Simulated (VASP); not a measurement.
Here is a VASP 6.6.1 calculation.

The input INCAR:

```
SYSTEM = Pb
PREC = Accurate ; ENCUT = 520
EDIFF = 1E-7 ; ISMEAR = -1
SIGMA = 0.06122561905347299 ; LREAL = .False.
LASPH = .True. ; NELM = 80
ALGO = Normal ; ISIF = 2
LWAVE = .False. ; LCHARG = .False.
GGA = PE ; NBANDS = 13
```

KPOINTS

```
regular mesh
0
Gamma
  19 19 19
  0 0 0
```

POSCAR

```
Pb
1.0
   -2.0132137519      2.0132137519      2.0132137519
    2.0132137519     -2.0132137519      2.0132137519
    2.0132137519      2.0132137519     -2.0132137519
Pb
1
Direct
    0.0000000000      0.0000000000      0.0000000000
```

Potentials or basis: VASP PAW PBE potentials, release 64 (Pb_d).

Command:

```console
$ cat potpaw_PBE.64/Pb_d/POTCAR > POTCAR
$ mpirun -np 1 vasp_std > vasp.out
```

Problem. What does it give for the band gap on the k mesh?

Solution. Zero (band 7 reaches 13.49 eV, above the bottom of band 8 at 4.68 eV).

Problem. Estimate the pressure.

Solution. -0.9 GPa.

Caveat: spin-orbit coupling is left out, which moves the levels of the heavy elements.
